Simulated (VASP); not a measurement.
WS2, 6 atoms in the cell. The cell holds a slab with vacuum, 6 atoms: a = 3.160 Å, b = 3.160 Å, c = 23.804 Å, α = 90.00°, β = 90.00°, γ = 120.00°. 

| Quantity | Value |
| --- | --- |
| Program | VASP 6.6.1 |
| Task | single point |
| Functional | PBE |
| Dispersion | D3(BJ) |
| Potentials or basis | VASP PAW PBE potentials, release 64 (S, W_sv) |
| Cutoff | 520 eV |
| k mesh | 9 × 9 × 1 |
| Occupations | gaussian, width 0.05 eV |
| Spin | no spin polarisation |
| Dipole correction | yes |
| Further INCAR settings | ALGO = Normal; EDIFF = 1e-06; NBANDS = 35 |

Potentials or basis: VASP PAW PBE potentials, release 64 (S, W_sv).

Launch:

```bash
$ cat potpaw_PBE.64/S/POTCAR potpaw_PBE.64/W_sv/POTCAR > POTCAR
$ mpirun -np 1 vasp_std > vasp.out
```

Hardware: 1 thread of AMD EPYC 9R45 96-Core Processor (Zen 5), with other jobs on the host.

Problem. How long does it take, and how much memory?

Solution. Run time: 2.4 min on 1 thread of AMD EPYC 9R45 96-Core Processor (Zen 5), on a shared host, peak memory 0.37 GiB. Counts: scf iterations 22, k points 25.
